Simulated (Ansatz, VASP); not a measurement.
# Two plane-wave programs on Al2Cu

Contents of INCAR:

```
PREC = Accurate ; ENCUT = 520
EDIFF = 1E-6 ; ISMEAR = 0
SIGMA = 0.15 ; LREAL = False
LASPH = True ; NELM = 100
ALGO = Normal ; ISIF = 2
LWAVE = False ; LCHARG = False
GGA = PE ; NBANDS = 16
```

File KPOINTS:

```
regular mesh
0
Gamma
  10 10 14
```

File POSCAR:

```
Al2Cu
1.0
    3.9288000000      0.0000000000      0.0000000000
    0.0000000000      3.9288000000      0.0000000000
    0.0000000000      0.0000000000      2.9617000000
Al Cu
2 1
Direct
    0.5000000000      0.0000000000      0.5000000000
    0.0000000000      0.5000000000      0.5000000000
    0.0000000000      0.0000000000      0.0000000000
```

Input for Ansatz:

```yaml
crystal:
  lattice:
    - [3.9288, 0.0, 0.0]
    - [0.0, 3.9288, 0.0]
    - [0.0, 0.0, 2.9617]
  atoms:
    - { symbol: Al, position: [0.5, 0.0, 0.5] }
    - { symbol: Al, position: [0.0, 0.5, 0.5] }
    - { symbol: Cu, position: [0.0, 0.0, 0.0] }
basis:
  ecutwfc: 520.0
kpoints:
  mp_grid: { grid: [10, 10, 14] }
hamiltonian:
  xc: pbe
  pseudopotentials: { kind: paw, azcp: { folder: soft_1 } }
scf:
  occupations: { method: gaussian, width: 0.15 }
output:
  forces: true
  stress: true
  eigenvalues: true
```

Alike in both runs: task single point; functional PBE; k mesh 10 × 10 × 14; occupations gaussian, width 0.15 eV; no spin polarisation.

|  | VASP | Ansatz |
| --- | --- | --- |
| version | VASP 6.6.1 | Ansatz 0.2.0 |
| potentials or method | VASP PAW PBE potentials, release 64 (Al, Cu), cutoff 520 eV | scalar-relativistic, plane waves, PAW |
| valence electrons in the cell | 17 | 25 |

```tsv
	VASP	Ansatz	Ansatz less VASP
gap on the k mesh at the Fermi level (eV)	none	none	-
pressure (GPa)	7.7	7.7	+0.04
traceless stress, the component that is largest in VASP (GPa)	-5.42	-5.45	-0.039
```

A gap of «none» marks a metal or a gap that the smearing closes. VASP's potentials hold 17 valence electrons a cell and Ansatz's 25, so a difference there can come from the potentials and not from the codes.
